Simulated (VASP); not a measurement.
Cu12CO: single point with PBE+D3(BJ)

System: Cu12CO, a slab with vacuum.

```
CELL_PARAMETERS angstrom
5.03937 0.00000 0.00000
-2.51968 4.36422 0.00000
0.00000 0.00000 22.87219
ATOMIC_POSITIONS crystal
Cu 0.33333 0.16667 0.17488
Cu 0.33333 0.66667 0.17488
Cu 0.83333 0.16667 0.17488
Cu 0.83333 0.66667 0.17488
Cu 0.16667 0.33333 0.26500
Cu 0.16667 0.83333 0.26500
Cu 0.66667 0.33333 0.26500
Cu 0.66667 0.83333 0.26500
Cu 0.00000 0.00000 0.35511
Cu 0.00000 0.50000 0.35511
Cu 0.50000 0.00000 0.35511
Cu 0.50000 0.50000 0.35511
O 0.08333 0.16667 0.48628
C 0.08333 0.16667 0.53656
```

| Item | Value |
| --- | --- |
| Program | VASP 6.6.1 |
| Task | single point |
| Functional | PBE |
| Dispersion | D3(BJ) |
| Potentials or basis | VASP PAW PBE potentials, release 64 (Cu, O, C) |
| Cutoff | 520 eV |
| k mesh | 6 × 6 × 1 |
| Occupations | gaussian, width 0.1 eV |
| Spin | no spin polarisation |
| Dipole correction | yes |
| Further INCAR settings | ALGO = Normal; EDIFF = 1e-06; NBANDS = 84 |

The largest force is 0.764 eV/Å, the band gap on the k mesh is zero (bands 71 and 72 overlap by 0.41 eV) and the dispersion energy per atom is -0.351 eV.

Forces on the atoms (eV/Å):
```
Cu   0.002  0.000 -0.047
Cu   0.000  0.002 -0.037
Cu  -0.002  0.000 -0.047
Cu   0.000 -0.001 -0.038
Cu   0.000 -0.006  0.004
Cu  -0.003  0.005  0.002
Cu   0.000 -0.003  0.003
Cu   0.003  0.005  0.002
Cu   0.000 -0.024  0.003
Cu  -0.019  0.018  0.022
Cu   0.000 -0.006  0.026
Cu   0.019  0.018  0.022
O    0.000 -0.007  0.764
C    0.000  0.001 -0.680
```

Levels at points of the mesh, in eV from the Fermi level:
```tsv
k point	band 66	band 67	band 68	band 69	band 70	band 71	band 72	band 73	band 74	band 75
(0.00, 0.00, 0.00)	-1.34	-1.34	-1.34	-0.11	0.03	0.03	0.03	1.21	1.21	1.21
(0.50, 0.00, 0.00)	-1.62	-1.62	-1.54	-1.54	0.04	0.04	0.29	0.36	1.22	1.23
(0.00, 0.50, 0.00)	-1.62	-1.62	-1.54	-1.54	0.04	0.04	0.29	0.35	1.22	1.23
```

Wall time 33 min on 1 thread of AMD EPYC 7R13, with other jobs on the host, peak memory 0.81 GiB.

With open d or f shells a metallic result of PBE can be an artefact of self-interaction; +U or a hybrid may open a gap.
